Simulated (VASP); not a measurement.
Write the native input for VASP 6.6.1 that does the following.

```yaml
Task: single point
Functional: PBE
Potentials_or_basis: VASP PAW PBE potentials, release 64 (Sn_d, Te)
Cutoff: 520 eV
k_mesh: 5 × 5 × 3
Occupations: gaussian, width 0.02 eV
Spin: no spin polarisation
Dipole_correction: no
Further_INCAR_settings: ALGO = Normal; EDIFF = 1e-06; NBANDS = 28
```

The structure of SnTe lies in POSCAR:

```
SnTe
1.0
    5.4663213124      0.0000000000      0.0000000000
   -2.7331606562      4.7339731218      0.0000000000
    0.0000000000      0.0000000000      6.3863629510
Sn Te
2 2
Direct
    0.3333333333      0.6666666667     -0.0576758086
    0.6666666667      0.3333333333      0.4423241914
    0.3333333333      0.6666666667      0.4326758086
    0.6666666667      0.3333333333      0.9326758086
```

The input as run:

INCAR

```
SYSTEM = SnTe
PREC = Accurate
ENCUT = 520
EDIFF = 1E-6
ISMEAR = 0
SIGMA = 0.02
LREAL = .False.
LASPH = .True.
NELM = 100
ALGO = Normal
ISIF = 2
LWAVE = .False.
LCHARG = .False.
GGA = PE
NBANDS = 28
```

KPOINTS

```
Automatic mesh
0
Gamma
  5 5 3
  0 0 0
```

Potentials or basis: VASP PAW PBE potentials, release 64 (Sn_d, Te).

Command:

```bash
$ cat potpaw_PBE.64/Sn_d/POTCAR potpaw_PBE.64/Te/POTCAR > POTCAR
$ mpirun -np 1 vasp_std > vasp.out
```

It gave:

```json
{
 "Pressure": "0.0 GPa",
 "Largest force": "0.009 eV/Å",
 "Band gap on the k mesh": "0.91 eV, indirect (least direct gap 1.36 eV)"
}
```

Caveat: spin-orbit coupling is left out, which moves the levels of the heavy elements.

Wall time 25 s on 1 thread of Intel(R) Xeon(R) 6975P-C (Granite Rapids), on a shared host, peak memory 0.28 GiB.
